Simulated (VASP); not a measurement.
**GaN: single point with r2SCAN**

Crystal: GaN.

```
CELL_PARAMETERS angstrom
0.00000 2.24895 2.24895
2.23771 0.00000 2.24895
2.23771 2.24895 0.00000
ATOMIC_POSITIONS crystal
Ga 0.00000 0.00000 0.00000
N 0.25000 0.25000 0.25000
```

This cell differs from its parent crystal: uniaxial x strain -0.5%.

```yaml
Program: VASP 6.6.1
Task: single point
Functional: r2SCAN
Potentials_or_basis: VASP PAW PBE potentials, release 64 (Ga_d, N)
Cutoff: 520 eV
k_mesh: 10 × 10 × 10
Occupations: gaussian, width 0.01 eV
Spin: no spin polarisation
Dipole_correction: no
Further_INCAR_settings: ALGO = Normal; EDIFF = 1e-06; NBANDS = 16
```

The pressure is 2.1 GPa and the band gap on the k mesh is 2.18 eV.

Stress tensor (GPa, compression positive):
```
2.56 0.00 0.00
0.00 1.91 0.00
0.00 0.00 1.91
```

Levels at points of the mesh, in eV from the valence-band top:
```
           k point  band 6  band 7  band 8  band 9  band 10  band 11  band 12  band 13
(0.00, 0.00, 0.00)  -13.49   -0.02   -0.02    0.00     2.18    11.05    11.07    11.07
(0.50, 0.00, 0.00)  -12.36   -7.25   -1.05   -1.01     5.23     9.49    11.00    11.08
(0.50, 0.50, 0.00)  -11.99   -6.30   -2.83   -2.82     3.77     7.32    12.63    15.00
(0.00, 0.50, 0.50)  -11.97   -6.24   -2.86   -2.86     3.73     7.24    12.70    15.03
```

Wall time 39 s on 1 thread of Intel(R) Xeon(R) 6975P-C (Granite Rapids) (shared host), peak memory 0.17 GiB.

Caveat: the cell differs from its parent crystal (uniaxial x strain -0.5%); the structure was generated, so it needn't be the stable form of GaN; the PAW data sets were made with another functional, which shifts forces and pressure a little.
